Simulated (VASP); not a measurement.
Set up this calculation in VASP 6.6.1, as the native input.

```
Task                   : single point
Functional             : PBE
Potentials or basis    : VASP PAW PBE potentials, release 64 (Pb_d, F)
Cutoff                 : 520 eV
k mesh                 : 2 × 2 × 2
Occupations            : fermi-dirac, width 0.112 eV
Spin                   : no spin polarisation
Dipole correction      : no
Further INCAR settings : LREAL = Auto; ALGO = Normal; EDIFF = 1e-07; NBANDS = 130
```

The structure of PbF2 lies in POSCAR:

```
PbF2
1.0
    0.0000000000      5.8916165671      5.8916165671
    5.8916165671      0.0000000000      5.8916165671
    5.8916165671      5.8916165671      0.0000000000
Pb F
8 16
Direct
   -0.0021828474     -0.0011824429      0.0013207750
    0.0023965409     -0.0055547573      0.5056000278
   -0.0016118666      0.5040605522      0.0052738497
   -0.0034687424      0.5061116021      0.4987026000
    0.4974761963     -0.0021277692      0.0037594096
    0.5053779325     -0.0045827830      0.4968037154
    0.5065189606      0.4971008325     -0.0019893521
    0.4987711720      0.5068558800      0.4975698039
    0.1287806142      0.1038445040      0.1261232790
    0.3889480033      0.3728259426      0.3621792891
    0.1251195647      0.1160135749      0.6257665376
    0.4010510482      0.3703037995      0.8469519262
    0.1362244964      0.6384314826      0.1269698208
    0.3534697950      0.8985931857      0.3654245784
    0.1030001686      0.6179603609      0.6603602688
    0.3754833626      0.9056892857      0.8630356273
    0.5897215918      0.1463583874      0.1249802141
    0.8648975102      0.3649208117      0.3757556988
    0.6255203403      0.1151179803      0.6203645397
    0.8705124377      0.3864233991      0.8604253930
    0.6133018771      0.6161372619      0.1218279384
    0.8721071613      0.8684380495      0.3500445042
    0.6631431213      0.5833531359      0.6140236655
    0.8529749760      0.8881610744      0.8789785352
```

The input as run:

INCAR

```
  PREC = Accurate
  ENCUT = 520
  EDIFF = 1E-7
  ISMEAR = -1
  SIGMA = 0.112
  LREAL = Auto
  LASPH = T
  NELM = 80
  ALGO = Normal
  ISIF = 2
  LWAVE = F
  LCHARG = F
  GGA = PE
  NBANDS = 130
```

KPOINTS

```
regular mesh
0
Gamma
  2 2 2
```

Potentials or basis: VASP PAW PBE potentials, release 64 (Pb_d, F).

Command:

```console
$ cat potpaw_PBE.64/Pb_d/POTCAR potpaw_PBE.64/F/POTCAR > POTCAR
$ mpirun -np 1 vasp_std > vasp.out
```

It gave:

The pressure is 5.0 GPa, the largest force is 0.992 eV/Å and the band gap on the k mesh is 3.94 eV.

Caveat: the k points lie up to 0.46 Å⁻¹ apart; the atoms stand as in a frame of molecular dynamics; spin-orbit coupling is left out, which moves the levels of the heavy elements.

Run time: 37 min on 1 thread of Intel Xeon 8259CL, with other jobs on the host, peak memory 0.7 GiB.
